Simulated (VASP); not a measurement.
Wanted: the native input for a VASP 6.6.1 run.

```yaml
Task: single point
Functional: PBEsol
Potentials_or_basis: VASP PAW PBE potentials, release 64 (Al, Pt)
Cutoff: 520 eV
k_mesh: 16 × 16 × 16
Occupations: gaussian, width 0.15 eV
Spin: no spin polarisation
Dipole_correction: no
Further_INCAR_settings: ALGO = Normal; EDIFF = 1e-06; NBANDS = 14
```

The structure of AlPt lies in POSCAR:

```
AlPt
1.0
    2.9369687000      0.0000000000      0.0000000000
    0.0000000000      2.9369687000      0.0000000000
    0.0000000000      0.0000000000      2.9369687000
Al Pt
1 1
Direct
    0.0000000000      0.0000000000      0.0000000000
    0.5000000000      0.5000000000      0.5000000000
```

This cell differs from its parent crystal: strain -0.050 along x and y, -0.050 along z.

These files were run (other wordings do the same):

INCAR

```
SYSTEM = AlPt
PREC     = Accurate       ! precision mode
ENCUT    = 520            ! plane-wave cutoff, eV
EDIFF    = 1E-6           ! SCF threshold, eV
ISMEAR   = 0              ! smearing method
SIGMA    = 0.15           ! smearing width, eV
LREAL    = .False.        ! projectors in reciprocal space
LASPH    = .True.         ! aspherical terms in the spheres
NELM     = 60             ! most SCF steps
ALGO     = Normal         ! electronic algorithm
ISIF     = 2              ! what is computed and relaxed
LWAVE    = .False.        ! write WAVECAR
LCHARG   = .False.        ! write CHGCAR
GGA      = PS             ! functional
NBANDS   = 14             ! bands
```

KPOINTS

```
Automatic mesh
0
Gamma
  16 16 16
  0 0 0
```

Potentials or basis: VASP PAW PBE potentials, release 64 (Al, Pt).

Command:

```console
$ cat potpaw_PBE.64/Al/POTCAR potpaw_PBE.64/Pt/POTCAR > POTCAR
$ mpirun -np 1 vasp_std > vasp.out
```

It gave:

```
Pressure : 33.3 GPa
```

Caveat: the cell differs from its parent crystal (strain -0.050 along x and y, -0.050 along z); the PAW data sets were made with another functional, which shifts forces and pressure a little.

Run time: 13 s on 1 thread of Intel(R) Xeon(R) 6975P-C (Granite Rapids) (shared host), peak memory 0.18 GiB.
